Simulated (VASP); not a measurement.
Set up this calculation in VASP 6.6.1, as the native input.

| Property | Result |
| --- | --- |
| Task | single point |
| Functional | PBE |
| Potentials or basis | VASP PAW PBE potentials, release 64 (Cd) |
| Cutoff | 520 eV |
| k mesh | 5 × 5 × 5 |
| Occupations | fermi-dirac, width 0.1 eV |
| Spin | no spin polarisation |
| Dipole correction | no |
| Further INCAR settings | ALGO = Normal; EDIFF = 1e-06; NBANDS = 58 |

The structure of Cd lies in POSCAR:

```
Cd
1.0
    5.7063361777      0.0000000000      0.0000000000
    0.0000000000      5.7063361777      0.0000000000
    0.0000000000      0.0000000000      5.7063361777
Cd
8
Direct
    1.0000000000      0.0000000000      1.0000000000
    0.5000000000      0.5000000000      0.5000000000
    0.2500000000      1.0000000000      0.5000000000
    0.7500000000      1.0000000000      0.5000000000
    0.5000000000      0.2500000000      0.0000000000
    0.5000000000      0.7500000000      1.0000000000
    0.0000000000      0.5000000000      0.2500000000
    0.0000000000      0.5000000000      0.7500000000
```

The input as run:

INCAR

```
SYSTEM = Cd
ALGO = Normal
EDIFF = 1E-6
ENCUT = 520
GGA = PE
ISIF = 2
ISMEAR = -1
LASPH = .TRUE.
LCHARG = .FALSE.
LREAL = .FALSE.
LWAVE = .FALSE.
NBANDS = 58
NELM = 100
PREC = Accurate
SIGMA = 0.1
```

KPOINTS

```
k-points
0
G
  5 5 5
  0 0 0
```

Potentials or basis: VASP PAW PBE potentials, release 64 (Cd).

Launch:

```bash
$ cat potpaw_PBE.64/Cd/POTCAR > POTCAR
$ mpirun -np 1 vasp_std > vasp.out
```

Results of the run:

* Pressure: 0.2 GPa
* Band gap on the k mesh: zero (bands 48 and 49 overlap by 1.93 eV)

Wall time 48 s on 1 thread of Intel(R) Xeon(R) 6975P-C (Granite Rapids), on a shared host, peak memory 0.29 GiB.
